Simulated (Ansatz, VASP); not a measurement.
One calculation of Co, two programs

```xyz
1
Lattice="2.2540 0.0000 0.0000 0.0000 2.2540 0.0000 0.0000 0.0000 2.2540" Properties=species:S:1:pos:R:3 pbc="T T T"
Co    0.0000    0.0000    0.0000
```

Alike in both runs: task single point; functional PBE; k mesh 15 × 15 × 15; occupations fermi-dirac, width 0.1 eV; no spin polarisation.

|  | VASP | Ansatz |
| --- | --- | --- |
| version | VASP 6.6.1 | Ansatz 0.2.0 |
| potentials or method | VASP PAW PBE potentials, release 64 (Co), cutoff 520 eV | plane waves (420 eV) with PAW, scalar-relativistic |
| valence electrons in the cell | 9 | 17 |

VASP gave:

* pressure (GPa): 7.2

Problem. Estimate Ansatz's values.

Solution. Pressure (GPa): 8.2.

VASP's potentials hold 9 valence electrons a cell and Ansatz's 17, so a difference there can come from the potentials and not from the codes.
